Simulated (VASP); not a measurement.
A run of VASP 6.6.1 is set up as follows.

INCAR

```
ALGO = Normal
EDIFF = 1E-7
EDIFFG = -0.04
ENCUT = 910
GGA = PE
GGA_COMPAT = False
IBRION = 2
ISIF = 3
ISMEAR = 0
LASPH = True
LCHARG = False
LREAL = False
LWAVE = False
NELM = 120
NELMIN = 4
NSW = 90
PREC = Accurate
SIGMA = 0.1
```

The input KPOINTS:

```
k-points
0
Gamma
  6 6 4
```

POSCAR

```
AlSiO2
1.0
    2.6123874500      0.0000000000      0.0000000000
   -1.3061937200      2.2623938900      0.0000000000
    0.0000000000      0.0000000000      4.3065784200
Al Si O
1 1 2
Direct
    0.0000000000      0.0000000000      0.5000000000
    0.0000000000      0.0000000000      0.0000000000
    0.6666666700      0.3333333300      0.2057296800
    0.3333333300      0.6666666700      0.7942703200
```

Potentials or basis: VASP PAW PBE potentials, release 64 (Al, Si, O_h).

The run is started by

```sh
$ cat potpaw_PBE.64/Al/POTCAR potpaw_PBE.64/Si/POTCAR potpaw_PBE.64/O_h/POTCAR > POTCAR
$ mpirun -np 1 vasp_std > vasp.out
```

(1) What does it give for the relaxed volume?

(2) What does it give for the relaxed cell?

(3) Predict the space group after relaxing (to 0.05 Å).

## Answers

(1) 10.09 Å³/atom.

(2) a = 2.780 Å, b = 2.780 Å, c = 6.027 Å, α = 90.00°, β = 90.00°, γ = 120.00°.

(3) P-3m1 (No. 164).

Caveat: the k points lie up to 0.43 Å⁻¹ apart in the final cell; the cutoff is under 1.25 times the usual one of these potentials, so pressure, stress and relaxed cells hold a basis-set (Pulay) error; the volume moved by over 15 % at a fixed basis, so the end points are rough; an odd number of electrons without spin polarisation forces a metal; a magnetic or distorted state may lie lower.
